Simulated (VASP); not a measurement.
Be: single point with PBEsol

Be:

```
Be
1.0
    -1.20991    1.20991    1.20991
     1.20991   -1.20991    1.20991
     1.20991    1.20991   -1.20991
Be
1
Direct
  0.00000 0.00000 0.00000
```

This isn't the form of Be at room conditions, which is hcp.

- Program: VASP 6.6.1
- Task: single point
- Functional: PBEsol
- Potentials or basis: VASP PAW PBE potentials, release 64 (Be)
- Cutoff: 520 eV
- k mesh: 22 × 22 × 22
- Occupations: fermi-dirac, width 0.08 eV
- Spin: no spin polarisation

The pressure is 13.5 GPa. The band gap on the k mesh is zero (bands 1 and 2 overlap by 5.72 eV).

Levels at points of the mesh, in eV from the Fermi level:
| k point | band 1 | band 2 | band 3 | band 4 | band 5 |
| --- | --- | --- | --- | --- | --- |
| (0.00, 0.00, 0.00) | -12.81 | 21.13 | 21.13 | 21.13 | 32.91 |
| (0.50, 0.00, 0.00) | -5.62 | 0.77 | 13.35 | 16.75 | 21.78 |
| (0.50, 0.50, 0.50) | 4.34 | 4.34 | 4.34 | 10.39 | 10.39 |

Run time: 7.3 s on 1 thread of Intel Xeon 8259CL, with other jobs on the host, peak memory 0.12 GiB.

Caveat: the cell stands under pressure; the PAW data sets were made with another functional, which shifts forces and pressure a little.
